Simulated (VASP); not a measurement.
## C: relaxation of cell and atoms with PBE

The system is C.

```
C
1.0
     3.37220   -4.27856    0.00000
     3.37220    4.27856    0.00000
     0.00000    0.00000    2.51902
C
12
Direct
  0.24691 0.34321 0.75000
  0.34321 0.24691 0.25000
  0.58288 0.00475 0.75000
  0.72613 0.27387 0.75000
  0.37869 0.62131 0.75000
  0.27387 0.72613 0.25000
  0.41712 0.99525 0.25000
  0.62131 0.37869 0.25000
  0.75309 0.65679 0.25000
  0.00475 0.58288 0.25000
  0.99525 0.41712 0.75000
  0.65679 0.75309 0.75000
```

```yaml
Program: VASP 6.6.1
Task: relaxation of cell and atoms
Functional: PBE
Potentials_or_basis: VASP PAW PBE potentials, release 64 (C)
Cutoff: 600 eV
k_mesh: 4 × 4 × 6
Occupations: gaussian, width 0.1 eV
Spin: no spin polarisation
Dipole_correction: no
Further_INCAR_settings: ALGO = Normal; EDIFF = 1e-07; IBRION = 2; EDIFFG = -0.04; NSW = 90; ISIF = 3
```

```yaml
Relaxed_volume: 6.55 Å³/atom
Relaxed_cell: a = 5.630 Å, b = 5.630 Å, c = 2.523 Å, α = 90.00°, β = 90.00°, γ = 100.60°
Space_group_after_relaxing_to_0.05_Å: Cmcm (No. 63)
Energy_gained_by_relaxing: 88.8 meV/atom
Ionic_steps: 14
Pressure_after_relaxing: -0.1 GPa
Largest_force_after_relaxing: 0.017 eV/Å
Band_gap_on_the_k_mesh: 4.05 eV, direct
```

Forces on the atoms (eV/Å):
```
C    0.014  0.010  0.000
C    0.014 -0.010  0.000
C   -0.006 -0.015  0.000
C    0.000  0.000  0.000
C    0.000  0.010  0.000
C    0.000  0.000  0.000
C    0.006  0.015  0.000
C    0.000 -0.010  0.000
C   -0.014 -0.010  0.000
C   -0.006  0.015  0.000
C    0.006 -0.015  0.000
C   -0.014  0.010  0.000
```

Stress tensor (GPa, compression positive):
```
-0.04  0.00  0.00
 0.00  0.05  0.00
 0.00  0.00 -0.27
```

The path:
```csv
step,energy change (eV),largest force (eV/Å),pressure (GPa),volume (Å³)
1,0.0000,1.6420,30.46,72.69
2,0.4521,3.3232,-27.56,85.37
3,-0.7447,1.0364,0.02,77.98
4,-0.7456,0.9779,0.79,77.82
5,-0.8687,0.9053,-3.85,79.31
6,-0.8753,0.8292,-3.09,79.03
7,-0.9866,0.5791,-0.70,78.87
8,-0.9889,0.6666,-0.28,78.84
9,-1.0478,0.4348,0.38,78.64
10,-1.0479,0.4252,0.35,78.65
11,-1.0639,0.1394,-0.57,78.71
12,-1.0648,0.0990,-0.41,78.70
13,-1.0649,0.1272,0.22,78.56
14,-1.0654,0.0172,-0.09,78.63
```

Final structure:
```
C
1.0
     3.59664   -4.33201    0.00000
     3.59664    4.33201    0.00000
     0.00000    0.00000    2.52322
C
12
Direct
  0.26023 0.36053 0.75000
  0.36053 0.26023 0.25000
  0.58503 0.00029 0.75000
  0.73656 0.26344 0.75000
  0.36661 0.63339 0.75000
  0.26344 0.73656 0.25000
  0.41497 0.99971 0.25000
  0.63339 0.36661 0.25000
  0.73977 0.63947 0.25000
  0.00029 0.58503 0.25000
  0.99971 0.41497 0.75000
  0.63947 0.73977 0.75000
```

Levels at points of the mesh, in eV from the valence-band top:
```csv
k point,band 22,band 23,band 24,band 25,band 26,band 27
"(0.00, 0.00, 0.00)",-1.52,-1.35,-0.15,4.36,4.92,5.78
"(0.50, 0.00, 0.00)",-0.93,-0.83,-0.39,4.29,4.77,5.98
"(0.50, 0.50, 0.00)",-0.67,-0.21,0.00,4.05,5.63,5.78
"(0.00, 0.00, 0.50)",-3.34,-2.67,-2.67,6.39,6.39,6.69
"(0.50, 0.00, 0.50)",-3.49,-2.63,-2.63,6.10,6.10,6.95
"(0.50, 0.50, 0.50)",-4.13,-3.11,-3.11,6.63,6.63,6.77
```

Wall time 19 min on 1 thread of AMD EPYC 7R13, with other jobs on the host, peak memory 0.19 GiB.

A k mesh can miss the band edges. PBE gaps usually lie below the measured ones, often by a third to a half.
